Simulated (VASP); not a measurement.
AlGaN2: single point with r2SCAN

Crystal: AlGaN2.

```xyz
4
Lattice="3.0130 0.0000 0.0000 0.0000 3.0130 0.0000 0.0000 0.0000 4.6003" Properties=species:S:1:pos:R:3 pbc="T T T"
Al    1.5065    1.5065    2.3002
Ga    0.0000    0.0000    0.0000
N     1.5065    0.0000    3.4044
N     0.0000    1.5065    1.1960
```

This cell differs from its parent crystal: biaxial strain in the a-b plane: -4.0 %, then relaxed in part.

```json
{
  "Program": "VASP 6.6.1",
  "Task": "single point",
  "Functional": "r2SCAN",
  "Potentials or basis": "VASP PAW PBE potentials, release 64 (Al, Ga_d, N)",
  "Cutoff": "520 eV",
  "k mesh": "8 × 8 × 6",
  "Occupations": "gaussian, width 0.02 eV",
  "Spin": "no spin polarisation"
}
```

```
Pressure               : 9.4 GPa
Largest force          : 0.101 eV/Å
Band gap on the k mesh : 3.55 eV
```

Forces in eV/Å, atoms in the order of the input:
```
Al   0.000  0.000  0.000
Ga   0.000  0.000  0.000
N    0.000  0.000 -0.101
N    0.000  0.000  0.101
```

Stress tensor (GPa, compression positive):
```
13.87  0.00  0.00
 0.00 13.87  0.00
 0.00  0.00  0.59
```

Levels at points of the mesh, in eV from the valence-band top:
| k point | band 10 | band 11 | band 12 | band 13 | band 14 | band 15 | band 16 | band 17 |
| --- | --- | --- | --- | --- | --- | --- | --- | --- |
| (0.00, 0.00, 0.00) | -2.17 | -0.62 | 0.00 | 0.00 | 3.55 | 4.34 | 9.40 | 12.29 |
| (0.50, 0.00, 0.00) | -3.54 | -3.51 | -0.85 | -0.44 | 7.98 | 8.11 | 9.53 | 9.89 |
| (0.50, 0.50, 0.00) | -2.78 | -2.77 | -2.76 | -2.76 | 3.59 | 3.59 | 6.64 | 9.35 |
| (0.00, 0.00, 0.50) | -1.52 | -1.52 | -0.85 | -0.85 | 5.87 | 5.91 | 8.81 | 10.88 |
| (0.50, 0.00, 0.50) | -1.37 | -1.20 | -0.84 | -0.36 | 5.81 | 7.21 | 10.22 | 10.55 |
| (0.50, 0.50, 0.50) | -4.31 | -3.58 | -3.50 | -3.50 | 6.28 | 6.28 | 9.76 | 10.84 |

It took 2.7 min on 1 thread of Intel(R) Xeon(R) Platinum 8259CL CPU @ 2.50GHz (Skylake/Cascade Lake), on a shared host, peak memory 0.2 GiB.

Caveat: the cell differs from its parent crystal (biaxial strain in the a-b plane: -4.0 %, then relaxed in part); the cell stands under pressure; the PAW data sets were made with another functional, which shifts forces and pressure a little. A k mesh can miss the band edges.
